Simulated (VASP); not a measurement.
**Al4CoNi3: single point with PBE**

Al4CoNi3:

```
CELL_PARAMETERS angstrom
4.17732 0.00000 0.00000
0.00000 4.17732 0.00000
0.00000 0.00000 5.90762
ATOMIC_POSITIONS crystal
Al 0.00000 0.50000 0.75000
Al 0.00000 0.50000 0.25000
Al 0.50000 0.00000 0.75000
Al 0.50000 0.00000 0.25000
Co 0.50000 0.50000 0.50000
Ni 0.00000 0.00000 0.00000
Ni 0.00000 0.00000 0.50000
Ni 0.50000 0.50000 0.00000
```

```yaml
Program: VASP 6.6.1
Task: single point
Functional: PBE
Potentials_or_basis: VASP PAW PBE potentials, release 64 (Al, Co, Ni)
Cutoff: 520 eV
k_mesh: 4 × 4 × 4
Occupations: gaussian, width 0.1 eV
Spin: collinear spin, ferromagnetic start
Starting_moments: "[0.0, 0.0, 0.0, 0.0, 3.0, 2.0, 2.0, 2.0] μB"
```

```
Pressure                                              : -9.2 GPa
Largest force                                         : 0.081 eV/Å
Net moment                                            : 1.69 μB per cell
Site moments                                          : Al +0.01; Co +1.04; Ni +0.12, +0.29, +0.21 μB
Valence electrons inside the program's atomic spheres : Al 0.77; Co 8.25; Ni 9.34, 9.33
```

Forces in eV/Å, atoms in the order of the input:
```
Al   0.000  0.000 -0.081
Al   0.000  0.000  0.081
Al   0.000  0.000 -0.081
Al   0.000  0.000  0.081
Co   0.000  0.000  0.000
Ni   0.000  0.000  0.000
Ni   0.000  0.000  0.000
Ni   0.000  0.000  0.000
```

Stress tensor (GPa, compression positive):
```
-8.92  0.00  0.00
 0.00 -8.92  0.00
 0.00  0.00 -9.88
```

Levels at points of the mesh, in eV from the Fermi level:
Spin up:
```
           k point  band 24  band 25  band 26  band 27  band 28  band 29
(0.00, 0.00, 0.00)    -0.97    -0.73     1.41     2.17     2.19     2.19
(0.50, 0.00, 0.00)    -1.01    -0.63    -0.62     0.98     0.99     2.40
(0.50, 0.50, 0.00)    -1.30    -1.12    -1.07    -0.74    -0.71     1.36
(0.00, 0.00, 0.50)    -0.18    -0.16    -0.16     0.75     0.75     1.56
(0.50, 0.00, 0.50)    -1.80     2.12     2.14     2.18     2.19     2.22
(0.50, 0.50, 0.50)    -1.54    -0.88    -0.78    -0.73    -0.68     4.49
```
Spin down:
| k point | band 22 | band 23 | band 24 | band 25 | band 26 | band 27 |
| --- | --- | --- | --- | --- | --- | --- |
| (0.00, 0.00, 0.00) | -0.74 | -0.61 | 0.07 | 0.09 | 1.79 | 2.20 |
| (0.50, 0.00, 0.00) | -1.10 | -1.02 | -0.56 | -0.37 | 0.30 | 1.14 |
| (0.50, 0.50, 0.00) | -1.13 | -0.92 | -0.92 | -0.69 | -0.54 | 0.11 |
| (0.00, 0.00, 0.50) | -0.13 | -0.13 | 0.07 | 0.08 | 0.08 | 0.88 |
| (0.50, 0.00, 0.50) | -1.38 | -1.14 | -0.94 | 2.26 | 2.29 | 2.32 |
| (0.50, 0.50, 0.50) | -1.14 | -1.03 | -1.03 | -0.47 | -0.47 | 0.12 |

It used 350 s of CPU time on 1 thread of AMD EPYC 7R13 Processor (Zen 3) (shared host).

Caveat: the k points lie up to 0.38 Å⁻¹ apart.
